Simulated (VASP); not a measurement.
Here is a VASP 6.6.1 calculation.

File INCAR:

```
SYSTEM = NaF
  PREC = Accurate
  ENCUT = 520
  EDIFF = 1E-6
  ISMEAR = 0
  SIGMA = 0.05
  LREAL = .False.
  LASPH = .True.
  NELM = 100
  ALGO = Normal
  ISIF = 2
  LWAVE = .False.
  LCHARG = .False.
  GGA = PS
  NBANDS = 14
```

KPOINTS

```
Automatic mesh
0
Gamma
  8 8 8
  0 0 0
```

File POSCAR:

```
NaF
1.0
    0.0000000000      2.2884505000      2.2884505000
    2.2884505000      0.0000000000      2.2884505000
    2.2884505000      2.2884505000      0.0000000000
Na F
1 1
Direct
    0.0000000000      0.0000000000      0.0000000000
    0.5000000000      0.5000000000      0.5000000000
```

Potentials or basis: VASP PAW PBE potentials, release 64 (Na_pv, F).

Launch:

```bash
$ cat potpaw_PBE.64/Na_pv/POTCAR potpaw_PBE.64/F/POTCAR > POTCAR
$ mpirun -np 1 vasp_std > vasp.out
```

(1) Predict the band gap on the k mesh.

(2) Predict the pressure.

Results:

(1) 6.36 eV.

(2) 1.7 GPa.

Caveat: the cell differs from its parent crystal (strain -0.015 along x and y, -0.015 along z); the PAW data sets were made with another functional, which shifts forces and pressure a little.
